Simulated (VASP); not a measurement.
Input of a VASP 6.6.1 run:

File INCAR:

```
  ALGO = Normal
  EDIFF = 1E-6
  ENCUT = 500
  GGA = PE
  GGA_COMPAT = False
  ISIF = 2
  ISMEAR = 0
  LASPH = True
  LCHARG = False
  LREAL = False
  LWAVE = False
  NBANDS = 23
  NELM = 120
  PREC = Accurate
  SIGMA = 0.2
```

KPOINTS

```
k-points
0
Gamma
  4 4 4
```

The input POSCAR:

```
Al4B3P
1.0
    5.1076386564      0.0000000000      0.0000000000
    0.0000000000      5.1076386564      0.0000000000
    0.0000000000      0.0000000000      5.1076386564
Al B P
4 3 1
Direct
    0.7309176920      0.2690823080      0.7309176920
    0.2690823080      0.7309176920      0.7309176920
    0.7309176920      0.7309176920      0.2690823080
    0.2690823080      0.2690823080      0.2690823080
    0.5000000000      0.5000000000      0.0000000000
    0.5000000000      0.0000000000      0.5000000000
    0.0000000000      0.5000000000      0.5000000000
    0.0000000000      0.0000000000      0.0000000000
```

Potentials or basis: VASP PAW PBE potentials, release 64 (Al, B, P).

Command:

```sh
$ cat potpaw_PBE.64/Al/POTCAR potpaw_PBE.64/B/POTCAR potpaw_PBE.64/P/POTCAR > POTCAR
$ mpirun -np 1 vasp_std > vasp.out
```

What does it give for the band gap on the k mesh?

Zero (band 13 reaches 4.58 eV, above the bottom of band 14 at 3.51 eV).

What does it give for the pressure?

0.0 GPa.

Predict the largest force.

0.027 eV/Å.

Forces on the atoms (eV/Å):
```
Al  -0.016  0.016 -0.016
Al   0.016 -0.016 -0.016
Al  -0.016 -0.016  0.016
Al   0.016  0.016  0.016
B    0.000  0.000  0.000
B    0.000  0.000  0.000
B    0.000  0.000  0.000
P    0.000  0.000  0.000
```
